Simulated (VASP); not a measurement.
# CsI (Pm-3m) in VASP: a series of runs, part 2 of 2

VASP 6.6.1. Earlier steps stand in the parts before.

## (3) Single point, PBEsol

This run uses another cell than the first one, of 40.80 Å³/atom, 1.077 times its volume.

Input file INCAR:

```
PREC = Accurate ; ENCUT = 500
EDIFF = 1E-6 ; ISMEAR = 0
SIGMA = 0.01 ; LREAL = F
LASPH = T ; NELM = 120
ALGO = Normal ; ISIF = 2
LWAVE = F ; LCHARG = F
GGA = PS ; NBANDS = 15
GGA_COMPAT = F
```

Input file KPOINTS:

```
Automatic mesh
0
Gamma
  6 6 6
```

Input file POSCAR:

```
CsI
1.0
    4.3373710671      0.0000000000      0.0000000000
    0.0000000000      4.3373710671      0.0000000000
    0.0000000000      0.0000000000      4.3373710671
Cs I
1 1
Direct
    0.0000000000      0.0000000000      0.0000000000
    0.5000000000      0.5000000000      0.5000000000
```

Potentials or basis: VASP PAW PBE potentials, release 64 (Cs_sv, I).

Command:

```sh
cat potpaw_PBE.64/Cs_sv/POTCAR potpaw_PBE.64/I/POTCAR > POTCAR
mpirun -np 1 vasp_std > vasp.out
```

OUTCAR:

```text
PREC = Accurate
   ENCUT = 500
   EDIFF = 1E-6
   ISMEAR = 0
   LREAL = F
   LASPH = T
   NELM = 120
   ISIF = 2
   GGA = PS

 ion  position               nearest neighbor table
   1  0.000  0.000  0.000-
   2  0.500  0.500  0.500-

  LATTYP: Found a simple cubic cell.
 ALAT       =     4.3373710671

  Lattice vectors:

 A1 = (   4.3373710671,   0.0000000000,   0.0000000000)
 A2 = (   0.0000000000,   4.3373710671,   0.0000000000)
 A3 = (   0.0000000000,   0.0000000000,   4.3373710671)

Analysis of symmetry for initial positions (statically):
=====================================================================
 Subroutine PRICEL returns:
 Original cell was already a primitive cell.

 Routine SETGRP: Setting up the symmetry group for a
 simple cubic supercell.

 Subroutine GETGRP returns: Found 48 space group operations
[... 9 lines left out ...]

 Routine SETGRP: Setting up the symmetry group for a
 simple cubic supercell.

 Subroutine GETGRP returns: Found 48 space group operations
[... 11 lines left out ...]
                                     Primitive cell

  volume of cell :      81.5980
[... 143 lines left out ...]
      2      -9.2542      2.00000
      3      -5.1715      2.00000
      4      -5.1715      2.00000
      5      -5.1715      2.00000
      6       1.6651      2.00000
      7       1.6651      2.00000
      8       1.6651      2.00000
      9       5.4790      0.00000
     10       5.4790      0.00000
     11       5.9839      0.00000
     12       9.7618      0.00000
     13       9.7618      0.00000
     14       9.7618      0.00000
[... 329 lines left out ...]
      2      -8.8399      2.00000
      3      -5.5583      2.00000
      4      -5.5583      2.00000
      5      -5.5583      2.00000
      6      -0.0691      2.00000
      7      -0.0691      2.00000
      8      -0.0691      2.00000
      9       9.3069      0.00000
     10       9.3069      0.00000
     11       9.3069      0.00000
     12      10.3006      0.00000
     13      10.3006      0.00000
     14      10.3006      0.00000
     15      12.3680      0.00000

------------------------ aborting loop because EDIFF is reached ----------------------------------------

  FORCE on cell =-STRESS in cart. coord.  units (eV):
  Direction    XX          YY          ZZ          XY          YZ          ZX
  --------------------------------------------------------------------------------------
  -------------------------------------------------------------------------------------
  Total        1.0646151      1.0646151      1.0646151      0.0000000      0.0000000     -0.0000000
  in kB       20.9037138     20.9037138     20.9037138      0.0000000      0.0000000     -0.0000000
  external PRESSURE =      20.9037138 kB  Pullay stress =       0.0000000 kB

 VOLUME and BASIS-vectors are now :
 -----------------------------------------------------------------------------
  energy-cutoff  :      500.00
  volume of cell :       81.60
      direct lattice vectors                 reciprocal lattice vectors
     4.337371067  0.000000000  0.000000000     0.230554404  0.000000000  0.000000000
     0.000000000  4.337371067  0.000000000     0.000000000  0.230554404  0.000000000
     0.000000000  0.000000000  4.337371067     0.000000000  0.000000000  0.230554404

 POSITION                                       TOTAL-FORCE (eV/Angst)
 -----------------------------------------------------------------------------------
      0.00000      0.00000      0.00000         0.000000      0.000000      0.000000
      2.16869      2.16869      2.16869         0.000000      0.000000      0.000000
 -----------------------------------------------------------------------------------
    total drift:                                0.000000      0.000000     -0.000000

  FREE ENERGIE OF THE ION-ELECTRON SYSTEM (eV)
  ---------------------------------------------------
  free  energy   TOTEN  =        -5.7148091577 eV

  energy  without entropy=       -5.7148091577  energy(sigma->0) =       -5.71480916
```

stdout:

```text
POSCAR found type information on POSCAR CsI
 POSCAR found :  2 types and       2 ions
 scaLAPACK will be used
 -----------------------------------------------------------------------------
|                                                                             |
|                                                                             |
|     You enforced a specific xc type in the INCAR file but a different       |
|     I HOPE YOU KNOW WHAT YOU ARE DOING!                                     |
|                                                                             |
 -----------------------------------------------------------------------------

 LDA part: xc-table for (Slater+PW92), standard interpolation
 POSCAR, INCAR and KPOINTS ok, starting setup
 FFT: planning ... GRIDC
 FFT: planning ... GRID_SOFT
 FFT: planning ... GRID
 WAVECAR not read
 entering main loop
```

Run time: 15 s. Hardware: 1 thread of Intel Xeon Platinum 8488C (Sapphire Rapids), shared host; peak memory 0.18 GiB.

Results:

| Property | Result |
| --- | --- |
| Free energy | -5.7148 eV |
| Pressure | 2.1 GPa |
| Band gap on the k mesh | 3.77 eV, indirect (least direct gap 3.81 eV) |

Levels at points of the mesh, in eV from the valence-band top:
```tsv
k point	band 4	band 5	band 6	band 7	band 8	band 9	band 10	band 11	band 12	band 13
(0.00, 0.00, 0.00)	-6.88	-6.88	-0.04	-0.04	-0.04	3.77	3.77	4.27	8.05	8.05
(0.50, 0.00, 0.00)	-6.76	-6.76	-2.01	-0.35	-0.35	4.98	6.57	7.05	7.36	8.37
(0.50, 0.50, 0.00)	-7.49	-6.69	-0.96	-0.96	0.00	4.06	4.86	6.03	6.03	10.34
(0.50, 0.50, 0.50)	-7.27	-7.27	-1.78	-1.78	-1.78	7.60	7.60	7.60	8.59	8.59
```

Caveat: the PAW data sets were made with another functional, which shifts forces and pressure a little; spin-orbit coupling is left out, which moves the levels of the heavy elements.

## (4) Single point, PBEsol

This run uses another cell than the first one, of 42.88 Å³/atom, 1.132 times its volume.

Input file INCAR:

```
SYSTEM = CsI
ALGO     = Normal         ! electronic algorithm
EDIFF    = 1E-6           ! SCF threshold, eV
ENCUT    = 500            ! plane-wave cutoff, eV
GGA      = PS             ! functional
GGA_COMPAT= .FALSE.      
ISIF     = 2              ! what is computed and relaxed
ISMEAR   = 0              ! smearing method
LASPH    = .TRUE.         ! aspherical terms in the spheres
LCHARG   = .FALSE.        ! write CHGCAR
LREAL    = .FALSE.        ! projectors in reciprocal space
LWAVE    = .FALSE.        ! write WAVECAR
NBANDS   = 15             ! bands
NELM     = 120            ! most SCF steps
PREC     = Accurate       ! precision mode
SIGMA    = 0.01           ! smearing width, eV
```

Input file KPOINTS:

```
k-points
0
G
  6 6 6
  0 0 0
```

Input file POSCAR:

```
CsI
1.0
    4.4099683769      0.0000000000      0.0000000000
    0.0000000000      4.4099683769      0.0000000000
    0.0000000000      0.0000000000      4.4099683769
Cs I
1 1
Direct
    0.0000000000      0.0000000000      0.0000000000
    0.5000000000      0.5000000000      0.5000000000
```

Command:

```sh
cat potpaw_PBE.64/Cs_sv/POTCAR potpaw_PBE.64/I/POTCAR > POTCAR
mpirun -np 1 vasp_std > vasp.out
```

Wall time 15 s (1 thread of Intel Xeon Platinum 8488C (Sapphire Rapids), shared host); peak memory 0.18 GiB.

It converged, with:

- Free energy: -5.7553 eV
- Pressure: 1.1 GPa
- Band gap on the k mesh: 3.88 eV, indirect (least direct gap 3.95 eV)

Levels at points of the mesh, in eV from the valence-band top:
```tsv
k point	band 6	band 7	band 8	band 9	band 10	band 11
(0.00, 0.00, 0.00)	-0.06	-0.06	-0.06	3.88	3.88	4.07
(0.50, 0.00, 0.00)	-1.87	-0.32	-0.32	5.04	6.62	6.81
(0.50, 0.50, 0.00)	-0.94	-0.94	0.00	4.09	4.85	6.04
(0.50, 0.50, 0.50)	-1.62	-1.62	-1.62	7.41	7.41	7.41
```

Caveat: the PAW data sets were made with another functional, which shifts forces and pressure a little; spin-orbit coupling is left out, which moves the levels of the heavy elements. A k mesh can miss the band edges.

## (5) Overview

| cell | gap on the mesh (eV) | pressure (GPa) |
| --- | --- | --- |
| a = 4.231 Å, 2 atoms | 3.58 | 4.1 |
| a = 4.337 Å, 2 atoms | 3.77 | 2.1 |
| a = 4.410 Å, 2 atoms | 3.88 | 1.1 |

Alike in all rows: task single point; level PBEsol; potentials or basis VASP PAW PBE potentials, release 64 (Cs_sv, I); no spin polarisation; k mesh 6 × 6 × 6; cutoff (eV) 500; smearing gaussian 0.01 eV.

Caveats: the PAW data sets were made with another functional, which shifts forces and pressure a little; spin-orbit coupling is left out, which moves the levels of the heavy elements.

Absolute energies hang on the potentials; compare differences alone.
